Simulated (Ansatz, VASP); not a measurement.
## Two plane-wave programs on Te2Mo

The input INCAR:

```
SYSTEM = Te2Mo
ALGO = Normal
EDIFF = 1E-6
ENCUT = 520
GGA = PS
ISIF = 2
ISMEAR = 0
LASPH = .True.
LCHARG = .False.
LREAL = .False.
LWAVE = .False.
NBANDS = 20
NELM = 60
PREC = Accurate
SIGMA = 0.02
```

The input KPOINTS:

```
k-points
0
Gamma
  12 12 2
  0 0 0
```

POSCAR

```
Te2Mo
1.0
    3.4910750445      0.0000000000      0.0000000000
   -1.7455375222      3.0233596750      0.0000000000
    0.0000000000      0.0000000000     18.3151129245
Te Mo
2 1
Direct
    0.3333333333      0.6666666667      0.9015359000
    0.3333333333      0.6666666667      0.0984641000
    0.0000000000      0.0000000000      0.0000000000
```

Input for Ansatz:

```yaml
crystal:
  lattice:
    - [3.4910750445, 0.0, 0.0]
    - [-1.7455375222, 3.023359675, 0.0]
    - [0.0, 0.0, 18.3151129245]
  atoms:
    - { symbol: Te, position: [0.3333333333, 0.6666666667, 0.9015359] }
    - { symbol: Te, position: [0.3333333333, 0.6666666667, 0.0984641] }
    - { symbol: Mo, position: [0.0, 0.0, 0.0] }
basis:
  ecutwfc: 420
kpoints:
  mp_grid: { grid: [12, 12, 2] }
  band_path: { path: [VBM, CBM], npoints: 2 }
hamiltonian:
  xc: pbesol
scf:
  occupations: { method: gaussian, width: 0.02 }
output:
  forces: true
  stress: true
  eigenvalues: true
checkpoint:
  read: start.run
  write: ck
  compress: false
  write_wavefunctions: false
  write_every: 100000
```

Alike in both runs: task single point; functional PBEsol; k mesh 12 × 12 × 2; occupations gaussian, width 0.02 eV; no spin polarisation.

|  | VASP | Ansatz |
| --- | --- | --- |
| version | VASP 6.6.1 | Ansatz 0.2.0 |
| potentials or method | VASP PAW PBE potentials, release 64 (Te, Mo_sv), cutoff 520 eV | scalar-relativistic, plane waves, PAW |
| valence electrons in the cell | 26 | 46 |

Ansatz gave:

| Item | Value |
| --- | --- |
| gap on the k mesh at the Fermi level (eV) | 1.20 |
| least direct gap on the mesh (eV) | 1.20 |
| rms of the force components (eV/Å) | 0.000 |

**Question.** What did VASP give for the same quantities?

**Answer.** gap on the k mesh at the Fermi level (eV): 1.20; least direct gap on the mesh (eV): 1.20; rms of the force components (eV/Å): 0.014.

VASP's potentials were made for PBE, not for PBEsol. Atom by atom the forces differ by 0.014 eV/Å (rms over components). With one functional, cell and mesh, what is left measures potentials, basis and numerics. VASP's potentials hold 26 valence electrons a cell and Ansatz's 46, so a difference there can come from the potentials and not from the codes.

Neither program's run includes spin-orbit coupling.
